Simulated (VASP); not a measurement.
Input of a VASP 6.6.1 run:

INCAR

```
ALGO     = Normal         # electronic algorithm
DIPOL    = 0.5 0.5 0.354
EDIFF    = 1E-6           # SCF threshold, eV
ENCUT    = 520            # plane-wave cutoff, eV
GGA      = PS             # functional
IDIPOL   = 3            
ISIF     = 2              # what is computed and relaxed
ISMEAR   = 0              # smearing method
LASPH    = True           # aspherical terms in the spheres
LCHARG   = False          # write CHGCAR
LDIPOL   = True         
LREAL    = Auto         
LWAVE    = False          # write WAVECAR
NBANDS   = 45             # bands
NELM     = 100            # most SCF steps
PREC     = Accurate       # precision mode
SIGMA    = 0.05           # smearing width, eV
```

Contents of KPOINTS:

```
k-points
0
Gamma
  4 8 1
```

POSCAR

```
Si3H2C4
1.0
    6.1612406585      0.0000000000      0.0000000000
    0.0000000000      3.0806203293      0.0000000000
    0.0000000000      0.0000000000     20.0373883794
C Si H
8 6 4
Direct
    0.5000000000      0.5000000000      0.2321862369
    0.0000000000      0.5000000000      0.2321862369
    0.7500000000      0.0000000000      0.3408993827
    0.2500000000      0.0000000000      0.3408993827
    0.0000213935      0.5000000000      0.4647214617
    0.5000202119      0.5000000000      0.4474678322
    0.3883014173      0.0000000000      0.5606695792
    0.6118247029      0.0000000000      0.5606695792
    0.2500000000      0.5000000000      0.2865428098
    0.7500000000      0.5000000000      0.2865428098
    0.5000018270      0.0000000000      0.3949061874
   -0.0000132560      0.0000000000      0.4024481744
    0.7225026287      0.5000000000      0.5130445954
    0.2774476261      0.5000000000      0.5130322345
    0.5000000000      0.2248963861      0.1983620084
    0.5000000000      0.7751036139      0.1983620084
    0.0000000000      0.7747262802      0.1982371399
    0.0000000000      0.2252737198      0.1982371399
```

Potentials or basis: VASP PAW PBE potentials, release 64 (C, Si, H).

Run with:

```sh
$ cat potpaw_PBE.64/C/POTCAR potpaw_PBE.64/Si/POTCAR potpaw_PBE.64/H/POTCAR > POTCAR
$ mpirun -np 1 vasp_std > vasp.out
```

Estimate the largest force.

1.019 eV/Å.

Estimate the band gap on the k mesh.

zero (bands 30 and 31 overlap by 0.79 eV).

Forces in eV/Å, atoms in the order of the input:
```
C    0.000  0.000  0.741
C    0.000  0.000  0.574
C    0.622  0.000  0.765
C   -0.622  0.000  0.765
C   -0.007  0.000  0.012
C   -0.002  0.000 -0.025
C   -0.071  0.000 -1.016
C    0.066  0.000 -1.012
Si  -0.405  0.000 -0.359
Si   0.405  0.000 -0.359
Si   0.000  0.000  0.006
Si   0.002  0.000 -0.004
Si   0.019  0.000 -0.001
Si  -0.008  0.000  0.004
H    0.000 -0.029 -0.026
H    0.000  0.029 -0.026
H    0.000  0.026 -0.018
H    0.000 -0.026 -0.018
```

Caveat: the PAW data sets were made with another functional, which shifts forces and pressure a little.
